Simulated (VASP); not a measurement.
# BN (C2/m) in VASP: notebook

The runs below take BN through single point, with PBE.

Everything below comes from runs of VASP 6.6.1. Logs are shortened: lines on timing, memory, paths and dates and some standing lists are left out, and cuts for length are marked.

## 1. The cell of the first run

It takes space group C2/m (No. 12, monoclinic). Conventional cell: a = 4.351 Å, b = 2.512 Å, c = 8.344 Å, α = 90.00°, β = 91.29°, γ = 90.00°. Within 1.9 Å of B (site symmetry m) lie 3 N at 1.45 Å. N (site symmetry m) has 3 B at 1.45 Å within 1.9 Å.

## 2. Single point, PBE (strain +0.0225 x Voigt [0, 0, 0, 1, 0, 0])

The input, INCAR:

```
SYSTEM = BN
PREC = Accurate
ENCUT = 520
EDIFF = 1E-6
ISMEAR = 0
SIGMA = 0.05
LREAL = .False.
LASPH = .True.
NELM = 60
ALGO = Normal
ISIF = 2
LWAVE = .False.
LCHARG = .True.
GGA = PE
LELF = .True.
LVHAR = .True.
NBANDS = 16
```

The input, KPOINTS:

```
Automatic mesh
0
Gamma
  12 12 4
  0 0 0
```

The input, POSCAR:

```
BN
1.0
    2.5121751215      0.0000000000      0.0000000000
   -1.2560875608      2.1756074740      0.0244755841
    0.0000000000      0.0938665238      8.3436910039
B N
2 2
Direct
    0.3333333333      0.6666666667      0.2500000000
    0.6666666667      0.3333333333      0.7500000000
    0.3333333333      0.6666666667      0.7500000000
    0.6666666667      0.3333333333      0.2500000000
```

Potentials or basis: VASP PAW PBE potentials, release 64 (B, N).

Run with:

```bash
> cat potpaw_PBE.64/B/POTCAR potpaw_PBE.64/N/POTCAR > POTCAR
> mpirun -np 1 vasp_std > vasp.out
```

OUTCAR:

```text
SYSTEM = BN
   PREC = Accurate
   ENCUT = 520
   EDIFF = 1E-6
   ISMEAR = 0
   LREAL = .False.
   LASPH = .True.
   NELM = 60
   ISIF = 2
   GGA = PE

 ion  position               nearest neighbor table
   1  0.333  0.667  0.250-   4 1.45   4 1.45   4 1.45
   2  0.667  0.333  0.750-   3 1.45   3 1.45   3 1.45
   3  0.333  0.667  0.750-   2 1.45   2 1.45   2 1.45
   4  0.667  0.333  0.250-   1 1.45   1 1.45   1 1.45

  LATTYP: Found a base centered monoclinic cell.
 ALAT       =     4.3514902896
 B/A-ratio  =     0.5773137372
 C/A-ratio  =     1.9175543161
 COS(beta)  =    -0.0224971527

  Lattice vectors:

 A1 = (  -1.2560875607,  -2.1756074740,  -0.0244755841)
 A2 = (   1.2560875608,  -2.1756074740,  -0.0244755841)
 A3 = (   0.0000000000,   0.0938665238,   8.3436910039)

Analysis of symmetry for initial positions (statically):
=====================================================================
 Subroutine PRICEL returns:
 Original cell was already a primitive cell.

 Routine SETGRP: Setting up the symmetry group for a
 base centered monoclinic supercell.

 Subroutine GETGRP returns: Found  4 space group operations
 (whereof  4 operations were pure point group operations)
 out of a pool of  4 trial point group operations.

The static configuration has the point symmetry C_2h.

Analysis of symmetry for dynamics (positions and initial velocities):
=====================================================================
 Subroutine PRICEL returns:
 Original cell was already a primitive cell.

 Routine SETGRP: Setting up the symmetry group for a
 base centered monoclinic supercell.

 Subroutine GETGRP returns: Found  4 space group operations
 (whereof  4 operations were pure point group operations)
 out of a pool of  4 trial point group operations.

The dynamic configuration has the point symmetry C_2h.

 Subroutine INISYM returns: Found  4 space group operations
 (whereof  4 operations are pure point group operations),
 and found     1 'primitive' translations

----------------------------------------------------------------------------------------

                                     Primitive cell

  volume of cell :      45.5967

  direct lattice vectors                    reciprocal lattice vectors
     2.512175121  0.000000000  0.000000000     0.398061422  0.229849959 -0.002585812
    -1.256087561  2.175607474  0.024475584     0.000000000  0.459699919 -0.005171624
     0.000000000  0.093866524  8.343691004     0.000000000 -0.001348495  0.119866205

  length of vectors
     2.512175121  2.512294349  8.344218986     0.459663557  0.459729008  0.119873790

  position of ions in fractional coordinates (direct lattice)
     0.333333333  0.666666667  0.250000000
     0.666666667  0.333333333  0.750000000
     0.333333333  0.666666667  0.750000000
     0.666666667  0.333333333  0.250000000

  ion indices of the primitive-cell ions
   primitive index   ion index
                 1           1
                 2           2
                 3           3
                 4           4

----------------------------------------------------------------------------------------

 KPOINTS: Automatic mesh

Automatic generation of k-mesh.
 Grid dimensions read from file:
 generate k-points for:   12   12    4

 Generating k-lattice:

  Cartesian coordinates                     Fractional coordinates (reciprocal lattice)
     0.033171785  0.019154163 -0.000215484     0.083333333 -0.000000000  0.000000000
     0.000000000  0.038308327 -0.000430969     0.000000000  0.083333333  0.000000000
     0.000000000 -0.000337124  0.029966551     0.000000000  0.000000000  0.250000000

  Length of vectors
     0.038305296  0.038310751  0.029968448

  Shift w.r.t. Gamma in fractional coordinates (k-lattice)
     0.000000000  0.000000000  0.000000000

 Subroutine IBZKPT returns following result:
 ===========================================

 Found    164 irreducible k-points:

 Following reciprocal coordinates:
            Coordinates               Weight
  0.000000  0.000000  0.000000      1.000000
  0.083333 -0.000000 -0.000000      4.000000
  0.166667 -0.000000  0.000000      4.000000
  0.250000 -0.000000 -0.000000      4.000000
  0.333333  0.000000  0.000000      4.000000
  0.416667 -0.000000  0.000000      4.000000
[... 16 lines left out ...]
  0.333333  0.166667  0.000000      4.000000
  0.416667  0.166667 -0.000000      4.000000
 [... further k-points ...]
   k-points           NKPTS =    164   k-points in BZ     NKDIM =    164   number of bands    NBANDS=     16
   number of dos      NEDOS =    301   number of ions     NIONS =      4
   total plane-waves  NPLWV =  25600
   dimension x,y,z NGX =    20 NGY =   20 NGZ =   64
   dimension x,y,z NGXF=    40 NGYF=   40 NGZF=  128
   ions per type =               2   2
   NGX,Y,Z   is equivalent  to a cutoff of  13.24, 13.23, 12.75 a.u.
   NGXF,Y,Z  is equivalent  to a cutoff of  26.47, 26.47, 25.50 a.u.
 SYSTEM =  BN
   PREC   = accura    normal or accurate (medium, high low for compatibility)
   ISTART =      0    job   : 0-new  1-cont  2-samecut
   ICHARG =      2    charge: 1-file 2-atom 10-const
   ISPIN  =      1    spin polarized calculation?
   LNONCOLLINEAR =      F non collinear calculations
   LSORBIT =      F    spin-orbit coupling
   LASPH  =      T    aspherical Exc in radial PAW
   ENCUT  =  520.0 eV  38.22 Ry    6.18 a.u.   4.67  4.67 15.51*2*pi/ulx,y,z
   NELM   =     60;   NELMIN=  2; NELMDL= -5     # of ELM steps
   EDIFF  = 0.1E-05   stopping-criterion for ELM
   LREAL  =      F    real-space projection
   EDIFFG = 0.1E-04   stopping-criterion for IOM
   NSW    =      0    number of steps for IOM
   IBRION =     -1    ionic relax: 0-MD 1-quasi-New 2-CG
   NFREE  =      0    steps in history (QN), initial steepest desc. (CG)
   ISIF   =      2    stress and relaxation
   ISYM   =      2    0-nonsym 1-usesym 2-fastsym
   POTIM  = 0.5000    time-step for ionic-motion
   TEBEG  =    0.0;   TEEND  =   0.0 temperature during run
   PSTRESS=    0.0 pullay stress
   NELECT =      16.0000    total number of electrons
   NUPDOWN=      -1.0000    fix difference up-down
   EMIN   =  10.00;   EMAX   =-10.00  energy-range for DOS
   EFERMI =   0.00;   METHOD = LEGACY
   ISMEAR =     0;   SIGMA  =   0.05  broadening in eV -4-tet -1-fermi 0-gaus
   EFERMI_NEDOS =   21; number of points for ismear=-14 and -15
   IALGO  =     38    algorithm
   IMIX   =      4    mixing-type and parameters
     AMIX     =   0.40;   BMIX     =  1.00
     AMIX_MAG =   1.60;   BMIX_MAG =  1.00
  volume/ion in A,a.u.               =      11.40        76.93
  Fermi-wavevector in a.u.,A,eV,Ry     =   1.154703  2.182072 18.141176  1.333339
  Thomas-Fermi vector in A             =   2.291337
   LORBIT       =      0    0 simple, 1 ext, 2 COOP (PROOUT), +10 PAW based schemes
   GGA     = PE    functional components
   LHFCALC =     F    Hartree Fock is set to
   AEXX    =    0.0000 exact exchange contribution
   IVDW    =     0    specifies the selected vdW correction
   LEPSILON=     F    determine dielectric tensor
   LRPA    =     F    only Hartree local field effects (RPA)
 non-spin polarized calculation
 Gauss-broadening in eV      SIGMA  =   0.05
  energy-cutoff  :      520.00
  volume of cell :       45.60
 maximum number of plane-waves:      1246
   NGX =  9   NGY =  9   NGZ = 31

 number of electron      15.9999998 magnetization

 Free energy of the ion-electron system (eV)
  ---------------------------------------------------
  ext. energy  EPLUGINS =         0.00000000
  ---------------------------------------------------
  free energy    TOTEN  =       -35.20717484 eV

  energy without entropy =      -35.20717484  energy(sigma->0) =      -35.20717484

 E-fermi :   0.9218     XC(G=0):  -8.5812

 val. band max:        0.6114559067   @ k =   0.3333   0.3333   0.5000
 cond. band min:       5.0004389623   @ k =   0.0000   0.0000   0.0000
 fundamental gap:      4.3889830556
 Fermi energy:         0.9218337841

 k-point     1 :       0.0000    0.0000    0.0000
  band No.  band energies     occupation
      1     -17.0271      2.00000
      2     -16.9862      2.00000
      3      -4.8863      2.00000
      4      -4.2829      2.00000
      5      -0.7472      2.00000
      6      -0.7469      2.00000
[... 8 lines left out ...]
     15      12.1236      0.00000
     16      12.9578      0.00000

 k-point     2 :       0.0833   -0.0000   -0.0000
  band No.  band energies     occupation
      1     -16.8941      2.00000
      2     -16.8540      2.00000
      3      -4.7050      2.00000
      4      -4.1088      2.00000
      5      -1.3042      2.00000
      6      -1.3016      2.00000
[... 8 lines left out ...]
     15      12.6942      0.00000
     16      12.7091      0.00000

 k-point     3 :       0.1667   -0.0000    0.0000
  band No.  band energies     occupation
      1     -16.5023      2.00000
      2     -16.4646      2.00000
      3      -4.1686      2.00000
      4      -3.5953      2.00000
      5      -2.7098      2.00000
      6      -2.7037      2.00000
[... 8 lines left out ...]
     15      13.3986      0.00000
     16      14.2867      0.00000

 k-point     4 :       0.2500   -0.0000   -0.0000
  band No.  band energies     occupation
      1     -15.8790      2.00000
      2     -15.8456      2.00000
      3      -4.4851      2.00000
      4      -4.4803      2.00000
      5      -3.3053      2.00000
      6      -2.7744      2.00000
[... 8 lines left out ...]
     15      13.7655      0.00000
     16      16.5350      0.00000

 k-point     5 :       0.3333    0.0000    0.0000
  band No.  band energies     occupation
      1     -15.0929      2.00000
      2     -15.0657      2.00000
      3      -6.2530      2.00000
      4      -6.2467      2.00000
      5      -2.9702      2.00000
      6      -2.9649      2.00000
[... 8 lines left out ...]
     15      14.9901      0.00000
     16      18.0823      0.00000

 k-point     6 :       0.4167   -0.0000    0.0000
  band No.  band energies     occupation
      1     -14.3200      2.00000
      2     -14.3022      2.00000
      3      -7.6664      2.00000
      4      -7.6576      2.00000
      5      -3.3776      2.00000
      6      -3.3720      2.00000
[... 8 lines left out ...]
     15      14.9406      0.00000
     16      16.9249      0.00000

 k-point     7 :       0.5000   -0.0000   -0.0000
  band No.  band energies     occupation
      1     -13.9541      2.00000
      2     -13.9458      2.00000
      3      -8.2502      2.00000
      4      -8.2410      2.00000
      5      -3.5185      2.00000
      6      -3.5128      2.00000
[... 8 lines left out ...]
     15      14.7391      0.00000
     16      15.8879      0.00000

 k-point     8 :       0.0000    0.0833   -0.0000
  band No.  band energies     occupation
      1     -16.8941      2.00000
      2     -16.8540      2.00000
      3      -4.7049      2.00000
      4      -4.1089      2.00000
      5      -1.3046      2.00000
      6      -1.3019      2.00000
[... 8 lines left out ...]
     15      12.6951      0.00000
     16      12.7101      0.00000

 k-point     9 :       0.0833    0.0833   -0.0000
  band No.  band energies     occupation
      1     -16.6315      2.00000
      2     -16.5931      2.00000
      3      -4.3459      2.00000
      4      -3.7650      2.00000
      5      -2.2196      2.00000
      6      -2.2129      2.00000
[... 8 lines left out ...]
     15      13.4457      0.00000
     16      13.6893      0.00000
[... 172 lines left out ...]
 k-point    19 :       0.0000    0.1667   -0.0000
  band No.  band energies     occupation
      1     -16.5023      2.00000
      2     -16.4647      2.00000
      3      -4.1684      2.00000
      4      -3.5956      2.00000
      5      -2.7103      2.00000
      6      -2.7040      2.00000
[... 8 lines left out ...]
     15      13.4003      0.00000
     16      14.2872      0.00000

 k-point    20 :       0.0833    0.1667   -0.0000
  band No.  band energies     occupation
      1     -16.1227      2.00000
      2     -16.0876      2.00000
      3      -3.6991      2.00000
      4      -3.6926      2.00000
      5      -3.6445      2.00000
      6      -3.0965      2.00000
[... 8 lines left out ...]
     15      12.9087      0.00000
     16      14.6923      0.00000

 k-point    21 :       0.1667    0.1667   -0.0000
  band No.  band energies     occupation
      1     -15.5220      2.00000
      2     -15.4911      2.00000
      3      -4.9042      2.00000
      4      -4.8977      2.00000
      5      -3.3094      2.00000
      6      -3.3029      2.00000
[... 8 lines left out ...]
     15      13.0502      0.00000
     16      14.8765      0.00000

 k-point    22 :       0.2500    0.1667    0.0000
  band No.  band energies     occupation
      1     -14.7722      2.00000
      2     -14.7474      2.00000
      3      -6.2482      2.00000
      4      -6.2416      2.00000
      5      -4.1724      2.00000
      6      -4.1657      2.00000
[... 8 lines left out ...]
     15      14.3455      0.00000
     16      16.0608      0.00000

 k-point    23 :       0.3333    0.1667    0.0000
  band No.  band energies     occupation
      1     -14.0483      2.00000
      2     -14.0325      2.00000
      3      -7.4294      2.00000
      4      -7.4199      2.00000
      5      -4.6910      2.00000
      6      -4.6843      2.00000
[... 8 lines left out ...]
     15      15.0687      0.00000
     16      16.2443      0.00000

 k-point    24 :       0.4167    0.1667   -0.0000
  band No.  band energies     occupation
      1     -13.7131      2.00000
      2     -13.7060      2.00000
      3      -7.9318      2.00000
      4      -7.9209      2.00000
      5      -4.8615      2.00000
      6      -4.8549      2.00000
[... 8 lines left out ...]
     15      14.3886      0.00000
     16      15.9060      0.00000

 [... further k-points ...]
[... 5 lines left out ...]
  --------------------------------------------------------------------------------------
  -------------------------------------------------------------------------------------
  Total        0.0333238      0.0226620     -0.0194802     -0.0000000     -0.0025346      0.0000000
  in kB        1.1709322      0.7962970     -0.6844955     -0.0000000     -0.0890619      0.0000000
  external PRESSURE =       0.4275779 kB  Pullay stress =       0.0000000 kB

 VOLUME and BASIS-vectors are now :
 -----------------------------------------------------------------------------
  energy-cutoff  :      520.00
  volume of cell :       45.60
      direct lattice vectors                 reciprocal lattice vectors
     2.512175121  0.000000000  0.000000000     0.398061422  0.229849959 -0.002585812
    -1.256087561  2.175607474  0.024475584     0.000000000  0.459699919 -0.005171624
     0.000000000  0.093866524  8.343691004     0.000000000 -0.001348495  0.119866205

 POSITION                                       TOTAL-FORCE (eV/Angst)
 -----------------------------------------------------------------------------------
     -0.00000      1.47387      2.10224        -0.000000      0.000717      0.000007
      1.25609      0.79560      6.26593         0.000000     -0.000717     -0.000007
     -0.00000      1.52080      6.27409        -0.000000      0.000682      0.000006
      1.25609      0.74867      2.09408         0.000000     -0.000682     -0.000006
 -----------------------------------------------------------------------------------
    total drift:                                0.000000     -0.000000     -0.000000

  FREE ENERGIE OF THE ION-ELECTRON SYSTEM (eV)
  ---------------------------------------------------
  free  energy   TOTEN  =       -35.2071748381 eV

  energy  without entropy=      -35.2071748381  energy(sigma->0) =      -35.20717484
```

Wall time 1.7 min (1 thread of Intel Xeon Platinum 8488C (Sapphire Rapids), shared host); peak memory 0.23 GiB.

Results:

```
Free energy            : -35.2072 eV
Pressure               : 0.0 GPa
Band gap on the k mesh : 4.39 eV, indirect (least direct gap 4.62 eV)
```

Stress tensor (GPa, compression positive):
```
 0.12  0.00  0.00
 0.00  0.08 -0.01
 0.00 -0.01 -0.07
```

Levels at points of the mesh, in eV from the valence-band top:
```
           k point  band 5  band 6  band 7  band 8  band 9  band 10  band 11  band 12
(0.00, 0.00, 0.00)   -1.36   -1.36   -1.36   -1.36    4.39     7.76    10.07    11.50
(0.50, 0.00, 0.00)   -4.13   -4.12   -1.02   -0.79    4.57     5.00     9.42     9.85
(0.00, 0.50, 0.00)   -4.13   -4.12   -1.02   -0.79    4.57     5.00     9.42     9.85
(0.00, 0.00, 0.50)   -1.36   -1.36   -1.36   -1.36    5.68     5.68    11.50    11.50
(0.50, 0.00, 0.50)   -4.13   -4.13   -0.91   -0.90    4.73     4.78     9.68     9.68
(0.00, 0.50, 0.50)   -4.13   -4.13   -0.92   -0.90    4.71     4.81     9.68     9.69
```

Caveat: the cell differs from its parent crystal (strain +0.0225 x Voigt [0, 0, 0, 1, 0, 0]); this functional lacks dispersion, which binds the layers, so the pressure and a relaxed spacing across them are unreliable. A k mesh can miss the band edges.

[end of part 1 of 2]
